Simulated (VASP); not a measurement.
Input of a VASP 6.6.1 run:

Contents of INCAR:

```
SYSTEM = CdS
PREC     = Accurate       ! precision mode
ENCUT    = 520            ! plane-wave cutoff, eV
EDIFF    = 1E-8           ! SCF threshold, eV
ISMEAR   = -1             ! smearing method
SIGMA    = 0.01           ! smearing width, eV
LREAL    = .False.        ! projectors in reciprocal space
LASPH    = .True.         ! aspherical terms in the spheres
NELM     = 60             ! most SCF steps
ALGO     = Normal         ! electronic algorithm
ISIF     = 2              ! what is computed and relaxed
LWAVE    = .False.        ! write WAVECAR
LCHARG   = .False.        ! write CHGCAR
GGA      = PE             ! functional
LEFG     = .True.       
NBANDS   = 26             ! bands
```

File KPOINTS:

```
regular mesh
0
Gamma
  7 7 4
  0 0 0
```

The input POSCAR:

```
CdS
1.0
    4.1621827776      0.0000000000      0.0000000000
   -2.0810913888      3.6045560206      0.0000000000
    0.0000000000      0.0000000000      6.7936966668
Cd S
2 2
Direct
    0.3333333333      0.6666666667      0.0000000000
    0.6666666667      0.3333333333      0.5000000000
    0.3333333333      0.6666666667      0.3850000000
    0.6666666667      0.3333333333      0.8850000000
```

Potentials or basis: VASP PAW PBE potentials, release 64 (Cd, S).

The run is started by

```console
$ cat potpaw_PBE.64/Cd/POTCAR potpaw_PBE.64/S/POTCAR > POTCAR
$ mpirun -np 1 vasp_std > vasp.out
```

**Question.** What does it give for the pressure?

**Answer.** 1.6 GPa.

**Question.** Predict the band gap on the k mesh.

**Answer.** 1.18 eV, direct.

**Question.** Predict the largest force.

**Answer.** 0.249 eV/Å.

Forces on the atoms (eV/Å):
```
Cd   0.000  0.000  0.249
Cd   0.000  0.000  0.249
S    0.000  0.000 -0.249
S    0.000  0.000 -0.249
```

Caveat: without QUAD_EFG the Cq values of the log hold for a quadrupole moment of 1 mb, not for the nuclei.
